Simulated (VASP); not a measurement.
Write the native input for VASP 6.6.1 that does the following.

```
Task                   : single point
Functional             : PBE
Potentials or basis    : VASP PAW PBE potentials, release 64 (Ru_pv)
Cutoff                 : 520 eV
k mesh                 : 24 × 24 × 12
Occupations            : gaussian, width 0.15 eV
Spin                   : no spin polarisation
Dipole correction      : no
Further INCAR settings : ALGO = Fast; EDIFF = 1e-07; NBANDS = 21
```

The structure of Ru lies in POSCAR:

```
Ru
1.0
    3.1116692344      0.0000000000      0.0000000000
   -1.5558346172      1.9917973168      0.0000000000
    0.0000000000      0.0000000000      4.2819000000
Ru
2
Direct
    0.3333333333      0.6666666667      0.2500000000
    0.6666666667      0.3333333333      0.7500000000
```

This cell differs from its parent crystal: strain +0.1500 x Voigt [1, -1, 0, 0, 0, 0].

These files were run (other wordings do the same):

INCAR

```
PREC = Accurate ; ENCUT = 520
EDIFF = 1E-7 ; ISMEAR = 0
SIGMA = 0.15 ; LREAL = F
LASPH = T ; NELM = 60
ALGO = Fast ; ISIF = 2
LWAVE = F ; LCHARG = F
GGA = PE ; NBANDS = 21
```

KPOINTS

```
Automatic mesh
0
Gamma
  24 24 12
```

Potentials or basis: VASP PAW PBE potentials, release 64 (Ru_pv).

Command:

```bash
$ cat potpaw_PBE.64/Ru_pv/POTCAR > POTCAR
$ mpirun -np 1 vasp_std > vasp.out
```

It gave:

```
Pressure               : 28.3 GPa
Largest force          : 1.255 eV/Å
Band gap on the k mesh : zero (bands 14 and 15 overlap by 3.11 eV)
```

Caveat: the cell differs from its parent crystal (strain +0.1500 x Voigt [1, -1, 0, 0, 0, 0]); the stress differs along the axes, from 9 to 61 GPa; forces of over 1 eV/Å act on the atoms, so gaps and moduli don't describe the material at rest.

It took 4.7 min on 1 thread of Intel(R) Xeon(R) Platinum 8375C CPU @ 2.90GHz (Ice Lake), on a shared host, peak memory 0.54 GiB.
